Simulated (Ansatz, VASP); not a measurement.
## One calculation of WS2, two programs

Contents of INCAR:

```
SYSTEM = WS2
ALGO = Normal
EDIFF = 1E-7
ENCUT = 520
GGA = PE
ISIF = 2
ISMEAR = -1
LASPH = .True.
LCHARG = .True.
LELF = .True.
LREAL = .False.
LVHAR = .True.
LWAVE = .False.
NBANDS = 20
NELM = 60
PREC = Accurate
SIGMA = 0.05
```

Contents of KPOINTS:

```
k-points
0
Gamma
  10 10 2
  0 0 0
```

File POSCAR:

```
WS2
1.0
    3.2045998594      0.0000000000      0.0000000000
   -1.6022999297      2.7752648871      0.0000000000
    0.0000000000      0.0000000000     17.0628366442
W S
1 2
Direct
    0.0000000000      0.0000000000      0.0000000000
    0.3333333333      0.6666666667      0.0920005100
    0.3333333333      0.6666666667      0.9079994900
```

Contents of input.yaml:

```yaml
crystal:
  lattice:
    - [3.2045998594, 0.0, 0.0]
    - [-1.6022999297, 2.7752648871, 0.0]
    - [0.0, 0.0, 17.0628366442]
  atoms:
    - { symbol: W, position: [0.0, 0.0, 0.0] }
    - { symbol: S, position: [0.3333333333, 0.6666666667, 0.09200051] }
    - { symbol: S, position: [0.3333333333, 0.6666666667, 0.90799949] }
hamiltonian:
  xc: pbe
  pseudopotentials: { kind: paw }
kpoints:
  mp_grid: { grid: [10, 10, 2] }
scf:
  occupations: { method: fermi_dirac, width: 0.05 }
output:
  forces: true
  stress: true
  eigenvalues: true
```

Alike in both runs: task single point; functional PBE; k mesh 10 × 10 × 2; occupations fermi-dirac, width 0.05 eV; no spin polarisation.

|  | VASP | Ansatz |
| --- | --- | --- |
| version | VASP 6.6.1 | Ansatz 0.2.0 |
| potentials or method | VASP PAW PBE potentials, release 64 (W_sv, S) | Ansatz PAW |
| plane-wave cutoff (eV) | 520 | 420 |
| valence electrons in the cell | 26 | 26 |

VASP gave:

* gap on the k mesh at the Fermi level (eV): 1.95
* least direct gap on the mesh (eV): 2.10
* rms of the force components (eV/Å): 0.041

Problem. Estimate Ansatz's values.

Solution. gap on the k mesh at the Fermi level (eV): 1.93; least direct gap on the mesh (eV): 2.10; rms of the force components (eV/Å): 0.042.

Atom by atom the forces differ by 0.002 eV/Å (rms over components).

Spin-orbit coupling is off throughout.
